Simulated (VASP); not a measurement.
Here is a VASP 6.6.1 calculation.

File INCAR:

```
ALGO     = Normal         # electronic algorithm
EDIFF    = 1E-8           # SCF threshold, eV
ENCUT    = 520            # plane-wave cutoff, eV
GGA      = PS             # functional
ISIF     = 2              # what is computed and relaxed
ISMEAR   = -1             # smearing method
LASPH    = T              # aspherical terms in the spheres
LCHARG   = F              # write CHGCAR
LEFG     = T            
LREAL    = F              # projectors in reciprocal space
LWAVE    = F              # write WAVECAR
NBANDS   = 15             # bands
NELM     = 60             # most SCF steps
PREC     = Accurate       # precision mode
SIGMA    = 0.03           # smearing width, eV
```

KPOINTS

```
k-points
0
Gamma
  8 8 8
```

File POSCAR:

```
SrO
1.0
    0.0000000000      2.5698000000      2.6211960000
    2.5698000000      0.0000000000      2.6211960000
    2.5698000000      2.5698000000      0.0000000000
Sr O
1 1
Direct
    0.0000000000      0.0000000000      0.0000000000
    0.5000000000      0.5000000000      0.5000000000
```

Potentials or basis: VASP PAW PBE potentials, release 64 (Sr_sv, O).

Launch:

```bash
$ cat potpaw_PBE.64/Sr_sv/POTCAR potpaw_PBE.64/O/POTCAR > POTCAR
$ mpirun -np 1 vasp_std > vasp.out
```

(1) What does it give for the band gap on the k mesh?

(2) What does it give for the pressure?

Answers

(1) 3.12 eV, indirect (least direct gap 3.22 eV).

(2) -2.0 GPa.

Caveat: the cell differs from its parent crystal (zz strain of +2 %); without QUAD_EFG the Cq values of the log hold for a quadrupole moment of 1 mb, not for the nuclei; the PAW data sets were made with another functional, which shifts forces and pressure a little.
